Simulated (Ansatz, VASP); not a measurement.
One calculation of SnO, two programs

File INCAR:

```
ALGO = Normal ; DIPOL = 0.5 0.5 0.500
EDIFF = 1E-6 ; EDIFFG = -0.01
ENCUT = 520 ; GGA = PE
IBRION = 2 ; IDIPOL = 3
ISIF = 2 ; ISMEAR = 0
IVDW = 12 ; LASPH = True
LCHARG = False ; LDIPOL = True
LREAL = False ; LWAVE = False
NELM = 100 ; NSW = 60
PREC = Accurate ; SIGMA = 0.02
```

File KPOINTS:

```
k-points
0
Gamma
  6 6 1
```

POSCAR

```
SnO
1.0
    3.7441479531     -0.0000141419      0.0000000000
    0.0000142120      3.7441479531      0.0000000000
    0.0000000000      0.0000000000     30.6349243850
Sn O
2 2
Direct
    0.7499972365      0.2500027635      0.4614157227
    0.2499972364      0.7500027635      0.5385842773
    0.2499972364      0.2500027636      0.5000000000
    0.7499972365      0.7500027636      0.5000000000
```

Input for Ansatz:

```yaml
crystal:
  lattice:
    - [3.7441479531, -1.41419e-05, 0.0]
    - [1.4212e-05, 3.7441479531, 0.0]
    - [0.0, 0.0, 30.634924385]
  atoms:
    - { symbol: Sn, position: [0.7499972365, 0.2500027635, 0.4614157227] }
    - { symbol: O, position: [0.2499972364, 0.2500027636, 0.5] }
    - { symbol: O, position: [0.7499972365, 0.7500027636, 0.5] }
    - { symbol: Sn, position: [0.2499972364, 0.7500027635, 0.5385842773] }
  periodic: [true, true, false]
basis:
  ecutwfc: 420
kpoints:
  mp_grid: { grid: [6, 6, 1] }
  band_path:
    path:
      - [0, 0, 0]
      - [0.5, 0, 0]
      - [0.5, 0.5, 0]
      - [0, 0.5, 0]
      - [0, 0, 0]
      - [0.5, 0.5, 0]
    npoints: 8
hamiltonian:
  xc: pbe
  dispersion: d3bj
scf:
  occupations: { method: gaussian, width: 0.02 }
output:
  forces: true
  stress: true
  eigenvalues: true
relax:
  adjacent_minimum: "off"
  f_tol: 0.01
  max_steps: 40
```

Change from the starting cell: biaxial strain -0.020, atoms relaxed.

Alike in both runs: task relaxation of the atoms; functional PBE; dispersion D3(BJ); k mesh 6 × 6 × 1; occupations gaussian, width 0.02 eV; no spin polarisation.

|  | VASP | Ansatz |
| --- | --- | --- |
| version | VASP 6.6.1 | Ansatz 0.2.0 |
| potentials or method | VASP PAW PBE potentials, release 64 (Sn_d, O), cutoff 520 eV | scalar-relativistic, plane waves, PAW |
| valence electrons in the cell | 40 | 40 |

```csv
,VASP,Ansatz,Ansatz less VASP
"gap on the k mesh at the Fermi level, each at its own relaxed structure (eV)",3.15,3.16,+0.013
```

Ansatz's warnings: stress scf threshold loose, structure snapped to symmetry.
